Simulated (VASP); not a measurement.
# GaN (P6_3mc) in VASP: notebook

The runs below take GaN through single point, with PBE.

All numbers are computed with VASP 6.6.1; they aren't measurements. Logs are shortened: lines on timing, memory, paths and dates and some standing lists are left out, and cuts for length are marked.

## Step 1: The cell of the first run

It takes space group P6_3mc (No. 186, hexagonal). Conventional cell: a = 3.180 Å, b = 3.180 Å, c = 5.269 Å, α = 90.00°, β = 90.00°, γ = 120.00°. Within 2.6 Å of Ga (site symmetry 3m) lie 4 N at 1.95 to 1.97 Å. N (site symmetry 3m) has 4 Ga at 1.95 to 1.97 Å within 2.6 Å.

## Step 2: Single point, PBE (z stretched by +2 %, then relaxed in part)

The input, INCAR:

```
SYSTEM = GaN
PREC = Accurate
ENCUT = 520
EDIFF = 1E-6
ISMEAR = -1
SIGMA = 0.02
LREAL = .False.
LASPH = .True.
NELM = 100
ALGO = Normal
ISIF = 2
LWAVE = .False.
LCHARG = .False.
GGA = PE
NBANDS = 26
```

The input, KPOINTS:

```
regular mesh
0
Gamma
  11 11 6
  0 0 0
```

The input, POSCAR:

```
GaN
1.0
    3.1800000000      0.0000000000      0.0000000000
   -1.5900000000      2.7539607840      0.0000000000
    0.0000000000      0.0000000000      5.2693200000
Ga N
2 2
Direct
    0.3333333333      0.6666666667      0.0055139744
    0.6666666667      0.3333333333      0.5055139744
    0.3333333333      0.6666666667      0.3794860256
    0.6666666667      0.3333333333      0.8794860256
```

Potentials or basis: VASP PAW PBE potentials, release 64 (Ga_d, N).

Run with:

```sh
$ cat potpaw_PBE.64/Ga_d/POTCAR potpaw_PBE.64/N/POTCAR > POTCAR
$ mpirun -np 1 vasp_std > vasp.out
```

OUTCAR:

```text
SYSTEM = GaN
   PREC = Accurate
   ENCUT = 520
   EDIFF = 1E-6
   ISMEAR = -1
   LREAL = .False.
   LASPH = .True.
   NELM = 100
   ISIF = 2
   GGA = PE

 ion  position               nearest neighbor table
   1  0.333  0.667  0.006-   4 1.95   4 1.95   4 1.95   3 1.97
   2  0.667  0.333  0.506-   3 1.95   3 1.95   3 1.95   4 1.97
   3  0.333  0.667  0.379-   2 1.95   2 1.95   2 1.95   1 1.97
   4  0.667  0.333  0.879-   1 1.95   1 1.95   1 1.95   2 1.97

  LATTYP: Found a hexagonal cell.
 ALAT       =     3.1800000000
 C/A-ratio  =     1.6570188679

  Lattice vectors:

 A1 = (   3.1800000000,   0.0000000000,   0.0000000000)
 A2 = (  -1.5900000000,   2.7539607840,   0.0000000000)
 A3 = (   0.0000000000,   0.0000000000,   5.2693200000)

Analysis of symmetry for initial positions (statically):
=====================================================================
 Subroutine PRICEL returns:
 Original cell was already a primitive cell.

 Routine SETGRP: Setting up the symmetry group for a
 hexagonal supercell.

 Subroutine GETGRP returns: Found 12 space group operations
 (whereof  6 operations were pure point group operations)
 out of a pool of 24 trial point group operations.

The static configuration has the point symmetry C_3v.
 The point group associated with its full space group is C_6v.

Analysis of symmetry for dynamics (positions and initial velocities):
=====================================================================
 Subroutine PRICEL returns:
 Original cell was already a primitive cell.

 Routine SETGRP: Setting up the symmetry group for a
 hexagonal supercell.

 Subroutine GETGRP returns: Found 12 space group operations
 (whereof  6 operations were pure point group operations)
 out of a pool of 24 trial point group operations.

The dynamic configuration has the point symmetry C_3v.
 The point group associated with its full space group is C_6v.

 Subroutine INISYM returns: Found 12 space group operations
 (whereof  6 operations are pure point group operations),
 and found     1 'primitive' translations

----------------------------------------------------------------------------------------

                                     Primitive cell

  volume of cell :      46.1466

  direct lattice vectors                    reciprocal lattice vectors
     3.180000000  0.000000000  0.000000000     0.314465409  0.181556688  0.000000000
    -1.590000000  2.753960784  0.000000000     0.000000000  0.363113377  0.000000000
     0.000000000  0.000000000  5.269320000     0.000000000  0.000000000  0.189777808

  length of vectors
     3.180000000  3.180000000  5.269320000     0.363113377  0.363113377  0.189777808

  position of ions in fractional coordinates (direct lattice)
     0.333333333  0.666666667  0.005513974
     0.666666667  0.333333333  0.505513974
     0.333333333  0.666666667  0.379486026
     0.666666667  0.333333333  0.879486026

  ion indices of the primitive-cell ions
   primitive index   ion index
                 1           1
                 2           2
                 3           3
                 4           4

----------------------------------------------------------------------------------------

 KPOINTS: regular mesh

Automatic generation of k-mesh.
 Grid dimensions read from file:
 generate k-points for:   11   11    6

 Generating k-lattice:

  Cartesian coordinates                     Fractional coordinates (reciprocal lattice)
     0.028587764  0.016505153  0.000000000     0.090909091  0.000000000  0.000000000
     0.000000000  0.033010307  0.000000000     0.000000000  0.090909091  0.000000000
     0.000000000  0.000000000  0.031629635     0.000000000  0.000000000  0.166666667

  Length of vectors
     0.033010307  0.033010307  0.031629635

  Shift w.r.t. Gamma in fractional coordinates (k-lattice)
     0.000000000  0.000000000  0.000000000

 Subroutine IBZKPT returns following result:
 ===========================================

 Found     64 irreducible k-points:

 Following reciprocal coordinates:
            Coordinates               Weight
  0.000000  0.000000  0.000000      1.000000
  0.090909 -0.000000  0.000000      6.000000
  0.181818 -0.000000  0.000000      6.000000
  0.272727  0.000000  0.000000      6.000000
  0.363636 -0.000000  0.000000      6.000000
  0.454545 -0.000000  0.000000      6.000000
[... 16 lines left out ...]
  0.090909  0.090909  0.166667     12.000000
  0.181818  0.090909  0.166667     24.000000
 [... further k-points ...]
   k-points           NKPTS =     64   k-points in BZ     NKDIM =     64   number of bands    NBANDS=     26
   number of dos      NEDOS =    301   number of ions     NIONS =      4
   total plane-waves  NPLWV =  23040
   dimension x,y,z NGX =    24 NGY =   24 NGZ =   40
   dimension x,y,z NGXF=    48 NGYF=   48 NGZF=   80
   ions per type =               2   2
   NGX,Y,Z   is equivalent  to a cutoff of  12.55, 12.55, 12.62 a.u.
   NGXF,Y,Z  is equivalent  to a cutoff of  25.09, 25.09, 25.24 a.u.
 SYSTEM =  GaN
   PREC   = accura    normal or accurate (medium, high low for compatibility)
   ISTART =      0    job   : 0-new  1-cont  2-samecut
   ICHARG =      2    charge: 1-file 2-atom 10-const
   ISPIN  =      1    spin polarized calculation?
   LNONCOLLINEAR =      F non collinear calculations
   LSORBIT =      F    spin-orbit coupling
   LASPH  =      T    aspherical Exc in radial PAW
   ENCUT  =  520.0 eV  38.22 Ry    6.18 a.u.   5.91  5.91  9.80*2*pi/ulx,y,z
   NELM   =    100;   NELMIN=  2; NELMDL= -5     # of ELM steps
   EDIFF  = 0.1E-05   stopping-criterion for ELM
   LREAL  =      F    real-space projection
   EDIFFG = 0.1E-04   stopping-criterion for IOM
   NSW    =      0    number of steps for IOM
   IBRION =     -1    ionic relax: 0-MD 1-quasi-New 2-CG
   NFREE  =      0    steps in history (QN), initial steepest desc. (CG)
   ISIF   =      2    stress and relaxation
   ISYM   =      2    0-nonsym 1-usesym 2-fastsym
   POTIM  = 0.5000    time-step for ionic-motion
   TEBEG  =    0.0;   TEEND  =   0.0 temperature during run
   PSTRESS=    0.0 pullay stress
   NELECT =      36.0000    total number of electrons
   NUPDOWN=      -1.0000    fix difference up-down
   EMIN   =  10.00;   EMAX   =-10.00  energy-range for DOS
   EFERMI =   0.00;   METHOD = LEGACY
   ISMEAR =    -1;   SIGMA  =   0.02  broadening in eV -4-tet -1-fermi 0-gaus
   EFERMI_NEDOS =   21; number of points for ismear=-14 and -15
   IALGO  =     38    algorithm
   IMIX   =      4    mixing-type and parameters
     AMIX     =   0.40;   BMIX     =  1.00
     AMIX_MAG =   1.60;   BMIX_MAG =  1.00
  volume/ion in A,a.u.               =      11.54        77.85
  Fermi-wavevector in a.u.,A,eV,Ry     =   1.507055  2.847922 30.901764  2.271216
  Thomas-Fermi vector in A             =   2.617692
   LORBIT       =      0    0 simple, 1 ext, 2 COOP (PROOUT), +10 PAW based schemes
   GGA     = PE    functional components
   LHFCALC =     F    Hartree Fock is set to
   AEXX    =    0.0000 exact exchange contribution
   IVDW    =     0    specifies the selected vdW correction
   LEPSILON=     F    determine dielectric tensor
   LRPA    =     F    only Hartree local field effects (RPA)
 non-spin polarized calculation
  energy-cutoff  :      520.00
  volume of cell :       46.15
 maximum number of plane-waves:      1266
 NGX is ok and might be reduce to    24
   NGX = 11   NGY = 11   NGZ = 19

 number of electron      36.0000023 magnetization

 Free energy of the ion-electron system (eV)
  ---------------------------------------------------
  ext. energy  EPLUGINS =         0.00000000
  ---------------------------------------------------
  free energy    TOTEN  =       -24.30986758 eV

  energy without entropy =      -24.30986758  energy(sigma->0) =      -24.30986758

 E-fermi :   5.6113     XC(G=0): -11.6179

 val. band max:        5.2454450663   @ k =   0.0000   0.0000   0.0000
 cond. band min:       7.0202459581   @ k =   0.0000   0.0000   0.0000
 fundamental gap:      1.7748008918
 Fermi energy:         5.6112799092

 k-point     1 :       0.0000    0.0000    0.0000
  band No.  band energies     occupation
      1     -10.6826      2.00000
      2      -9.8031      2.00000
      3      -8.2281      2.00000
      4      -8.2091      2.00000
      5      -8.2091      2.00000
      6      -8.1520      2.00000
[... 18 lines left out ...]
     25      16.9437      0.00000
     26      16.9437      0.00000

 k-point     2 :       0.0909   -0.0000    0.0000
  band No.  band energies     occupation
      1     -10.6020      2.00000
      2      -9.7818      2.00000
      3      -8.2194      2.00000
      4      -8.1971      2.00000
      5      -8.1829      2.00000
      6      -8.1428      2.00000
[... 18 lines left out ...]
     25      16.5042      0.00000
     26      17.1154      0.00000

 k-point     3 :       0.1818   -0.0000    0.0000
  band No.  band energies     occupation
      1     -10.3878      2.00000
      2      -9.7320      2.00000
      3      -8.1920      2.00000
      4      -8.1691      2.00000
      5      -8.1227      2.00000
      6      -8.0929      2.00000
[... 18 lines left out ...]
     25      16.5099      0.00000
     26      17.5046      0.00000

 k-point     4 :       0.2727    0.0000    0.0000
  band No.  band energies     occupation
      1     -10.1235      2.00000
      2      -9.6818      2.00000
      3      -8.1670      2.00000
      4      -8.1445      2.00000
      5      -8.0783      2.00000
      6      -8.0373      2.00000
[... 18 lines left out ...]
     25      16.6617      0.00000
     26      17.8000      0.00000
[... 496 lines left out ...]
      1      -9.7908      2.00000
      2      -9.6375      2.00000
      3      -8.1670      2.00000
      4      -8.1217      2.00000
      5      -8.0552      2.00000
      6      -8.0203      2.00000
[... 18 lines left out ...]
     25      16.6052      0.00000
     26      18.6118      0.00000

 k-point    23 :       0.0909    0.0909    0.1667
  band No.  band energies     occupation
      1     -10.3873      2.00000
      2      -9.7689      2.00000
      3      -8.1934      2.00000
      4      -8.1752      2.00000
      5      -8.1323      2.00000
      6      -8.1292      2.00000
[... 18 lines left out ...]
     25      16.0409      0.00000
     26      17.1574      0.00000

 k-point    24 :       0.1818    0.0909    0.1667
  band No.  band energies     occupation
      1     -10.1607      2.00000
      2      -9.7116      2.00000
      3      -8.1666      2.00000
      4      -8.1522      2.00000
      5      -8.1029      2.00000
      6      -8.0793      2.00000
[... 18 lines left out ...]
     25      16.2271      0.00000
     26      17.5955      0.00000

 [... further k-points ...]

------------------------ aborting loop because EDIFF is reached ----------------------------------------

  FORCE on cell =-STRESS in cart. coord.  units (eV):
  Direction    XX          YY          ZZ          XY          YZ          ZX
  --------------------------------------------------------------------------------------
  -------------------------------------------------------------------------------------
  Total        1.4778513      1.4778513      0.0734102      0.0000000      0.0000000     -0.0000000
  in kB       51.3099843     51.3099843      2.5487513      0.0000000      0.0000000     -0.0000000
  external PRESSURE =      35.0562399 kB  Pullay stress =       0.0000000 kB

 VOLUME and BASIS-vectors are now :
 -----------------------------------------------------------------------------
  energy-cutoff  :      520.00
  volume of cell :       46.15
      direct lattice vectors                 reciprocal lattice vectors
     3.180000000  0.000000000  0.000000000     0.314465409  0.181556688  0.000000000
    -1.590000000  2.753960784  0.000000000     0.000000000  0.363113377  0.000000000
     0.000000000  0.000000000  5.269320000     0.000000000  0.000000000  0.189777808

 POSITION                                       TOTAL-FORCE (eV/Angst)
 -----------------------------------------------------------------------------------
     -0.00000      1.83597      0.02905        -0.000000     -0.000000     -0.000436
      1.59000      0.91799      2.66371         0.000000     -0.000000     -0.000436
     -0.00000      1.83597      1.99963         0.000000     -0.000000      0.000436
      1.59000      0.91799      4.63429        -0.000000      0.000000      0.000436
 -----------------------------------------------------------------------------------
    total drift:                               -0.000001     -0.000002      0.001439

  FREE ENERGIE OF THE ION-ELECTRON SYSTEM (eV)
  ---------------------------------------------------
  free  energy   TOTEN  =       -24.3098675793 eV

  energy  without entropy=      -24.3098675792  energy(sigma->0) =      -24.30986758
```

Wall time 36 s (1 thread of Intel Xeon 6975P-C (Granite Rapids), shared host); peak memory 0.2 GiB.

What came out:

```
Free energy            : -24.3099 eV
Pressure               : 3.5 GPa
Band gap on the k mesh : 1.77 eV, direct
```

Caveat: the cell differs from its parent crystal (z stretched by +2 %, then relaxed in part).

## Step 3: Single point, PBE (z stretched by +3 %, then relaxed in part)

The input, INCAR:

```
ALGO = Normal
EDIFF = 1E-6
ENCUT = 520
GGA = PE
ISIF = 2
ISMEAR = -1
LASPH = T
LCHARG = T
LELF = T
LREAL = F
LVHAR = T
LWAVE = F
NBANDS = 26
NELM = 100
PREC = Accurate
SIGMA = 0.02
```

The input, KPOINTS:

```
k-points
0
Gamma
  11 11 6
```

The input, POSCAR:

```
GaN
1.0
    3.1800000000      0.0000000000      0.0000000000
   -1.5900000000      2.7539607840      0.0000000000
    0.0000000000      0.0000000000      5.3209800000
Ga N
2 2
Direct
    0.3333333333      0.6666666667      0.0062326346
    0.6666666667      0.3333333333      0.5062326346
    0.3333333333      0.6666666667      0.3787673654
    0.6666666667      0.3333333333      0.8787673654
```

Potentials or basis: VASP PAW PBE potentials, release 64 (Ga_d, N).

Run with:

```sh
$ cat potpaw_PBE.64/Ga_d/POTCAR potpaw_PBE.64/N/POTCAR > POTCAR
$ mpirun -np 1 vasp_std > vasp.out
```

Run time: 32 s. Hardware: 1 thread of Intel Xeon 6975P-C (Granite Rapids), shared host; peak memory 0.19 GiB.

Results (log left out):

* Free energy: -24.3057 eV
* Pressure: 1.7 GPa
* Largest force: 0.011 eV/Å
* Band gap on the k mesh: 1.66 eV, direct

Forces in eV/Å, atoms in the order of the input:
```
Ga   0.000  0.000 -0.011
Ga   0.000  0.000 -0.011
N    0.000  0.000  0.011
N    0.000  0.000  0.011
```

Stress tensor (GPa, compression positive):
```
 4.27  0.00  0.00
 0.00  4.27  0.00
 0.00  0.00 -3.36
```

Levels at points of the mesh, in eV from the valence-band top:
| k point | band 15 | band 16 | band 17 | band 18 | band 19 | band 20 | band 21 | band 22 |
| --- | --- | --- | --- | --- | --- | --- | --- | --- |
| (0.00, 0.00, 0.00) | -0.94 | -0.20 | 0.00 | 0.00 | 1.66 | 4.36 | 8.81 | 9.96 |
| (0.00, 0.00, 0.50) | -0.48 | -0.48 | -0.48 | -0.48 | 4.15 | 4.15 | 8.21 | 8.21 |

Caveat: the cell differs from its parent crystal (z stretched by +3 %, then relaxed in part).

## Step 4: Single point, PBE (volume scaled by 1.04, then relaxed in part)

The input, INCAR:

```
PREC = Accurate
ENCUT = 520
EDIFF = 1E-6
ISMEAR = -1
SIGMA = 0.02
LREAL = False
LASPH = True
NELM = 60
ALGO = Normal
ISIF = 2
LWAVE = False
LCHARG = False
GGA = PE
NBANDS = 26
```

The input, KPOINTS:

```
regular mesh
0
Gamma
  11 11 6
```

The input, POSCAR:

```
GaN
1.0
    3.2218469041      0.0000000000      0.0000000000
   -1.6109234521      2.7902012661      0.0000000000
    0.0000000000      0.0000000000      5.2339814801
Ga N
2 2
Direct
    0.3333333333      0.6666666667      0.0039408788
    0.6666666667      0.3333333333      0.5039408788
    0.3333333333      0.6666666667      0.3810591212
    0.6666666667      0.3333333333      0.8810591212
```

Run with:

```sh
$ cat potpaw_PBE.64/Ga_d/POTCAR potpaw_PBE.64/N/POTCAR > POTCAR
$ mpirun -np 1 vasp_std > vasp.out
```

Wall time 33 s (1 thread of Intel Xeon 6975P-C (Granite Rapids), shared host); peak memory 0.2 GiB.

The run converged. Its results:

```
Free energy            : -24.3276 eV
Pressure               : 0.1 GPa
Band gap on the k mesh : 1.72 eV, direct
```

Stress tensor (GPa, compression positive):
```
-0.21  0.00  0.00
 0.00 -0.21  0.00
 0.00  0.00  0.62
```

Levels at points of the mesh, in eV from the valence-band top:
| k point | band 16 | band 17 | band 18 | band 19 | band 20 | band 21 |
| --- | --- | --- | --- | --- | --- | --- |
| (0.00, 0.00, 0.00) | -0.02 | 0.00 | 0.00 | 1.72 | 4.04 | 9.05 |
| (0.00, 0.00, 0.50) | -0.51 | -0.51 | -0.51 | 4.05 | 4.05 | 8.33 |

## Step 5: Overview

| cell | gap on the mesh (eV) | pressure (GPa) |
| --- | --- | --- |
| a = 3.180, b = 3.180, c = 5.269 Å, angles 90.0, 90.0, 120.0°, 4 atoms | 1.77 | 3.5 |
| a = 3.180, b = 3.180, c = 5.321 Å, angles 90.0, 90.0, 120.0°, 4 atoms | 1.66 | 1.7 |
| a = 3.222, b = 3.222, c = 5.234 Å, angles 90.0, 90.0, 120.0°, 4 atoms | 1.72 | 0.1 |

Alike in all rows: task single point; level PBE; potentials or basis VASP PAW PBE potentials, release 64 (Ga_d, N); no spin polarisation; k mesh 11 × 11 × 6; cutoff (eV) 520; smearing fermi-dirac 0.02 eV.

Absolute energies hang on the potentials; compare differences alone.
